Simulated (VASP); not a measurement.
Wanted: the native input for a VASP 6.6.1 run.

- Task: single point
- Functional: PBE
- Potentials or basis: VASP PAW PBE potentials, release 64 (Ti_sv, Si)
- Cutoff: 520 eV
- k mesh: 7 × 7 × 6
- Occupations: fermi-dirac, width 0.05 eV
- Spin: no spin polarisation
- Dipole correction: no
- Further INCAR settings: ALGO = Normal; EDIFF = 1e-06; NBANDS = 29

The structure of TiSi2 lies in POSCAR:

```
TiSi2
1.0
    1.7827560752     -6.8268743504      0.0000000000
    1.7827560752      6.8268743504      0.0000000000
    0.0000000000      0.0000000000      3.5651739700
Ti Si
2 4
Direct
    0.1031180800      0.8968819200      0.2500000000
    0.8968819200      0.1031180800      0.7500000000
    0.7503148200      0.2496851800      0.2500000000
    0.2496851800      0.7503148200      0.7500000000
    0.4417485500      0.5582514500      0.2500000000
    0.5582514500      0.4417485500      0.7500000000
```

One way to write it, as run:

INCAR

```
SYSTEM = TiSi2
  PREC = Accurate
  ENCUT = 520
  EDIFF = 1E-6
  ISMEAR = -1
  SIGMA = 0.05
  LREAL = .False.
  LASPH = .True.
  NELM = 100
  ALGO = Normal
  ISIF = 2
  LWAVE = .False.
  LCHARG = .False.
  GGA = PE
  NBANDS = 29
```

KPOINTS

```
Automatic mesh
0
Gamma
  7 7 6
  0 0 0
```

Potentials or basis: VASP PAW PBE potentials, release 64 (Ti_sv, Si).

Run with:

```bash
$ cat potpaw_PBE.64/Ti_sv/POTCAR potpaw_PBE.64/Si/POTCAR > POTCAR
$ mpirun -np 1 vasp_std > vasp.out
```

Results of the run:

* Pressure: -0.7 GPa
* Largest force: 0.131 eV/Å
* Band gap on the k mesh: zero (band 20 reaches 10.76 eV, above the bottom of band 21 at 9.95 eV)

It took 3.6 min on 1 thread of Intel(R) Xeon(R) Platinum 8488C (Sapphire Rapids), with other jobs on the host, peak memory 0.34 GiB.
